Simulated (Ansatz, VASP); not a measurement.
**Two plane-wave programs on Bi**

```
CELL_PARAMETERS angstrom
-4.35891 4.35891 2.02346
4.35891 -4.35891 2.02346
4.35891 4.35891 -2.02346
ATOMIC_POSITIONS crystal
Bi 0.14566 0.35434 0.50000
Bi 0.85434 0.64566 0.50000
Bi 0.64566 0.14566 0.79131
Bi 0.35434 0.85434 0.20869
```

Alike in both runs: task single point; functional r2SCAN; k mesh 7 × 7 × 7; occupations fermi-dirac, width 0.05 eV; no spin polarisation.

```csv
,VASP,Ansatz
version,VASP 6.6.1,Ansatz 0.2.0
potentials or method,"VASP PAW PBE potentials, release 64 (Bi_d)",Ansatz PAW
plane-wave cutoff (eV),520,500
valence electrons in the cell,60,60
```

|  | VASP | Ansatz | Ansatz less VASP |
| --- | --- | --- | --- |
| gap on the k mesh at the Fermi level (eV) | none | none | - |
| pressure (GPa) | 2.0 | 2.0 | +0.03 |
| traceless stress, the component that is largest in VASP (GPa) | 0.70 | 0.70 | 0.000 |
| rms of the force components (eV/Å) | 0.102 | 0.100 | -0.0020 |

VASP's potentials were made for PBE, not for r2SCAN. Atom by atom the forces differ by 0.002 eV/Å (rms over components). A gap of «none» marks a metal or a gap that the smearing closes.

Neither program's run includes spin-orbit coupling.
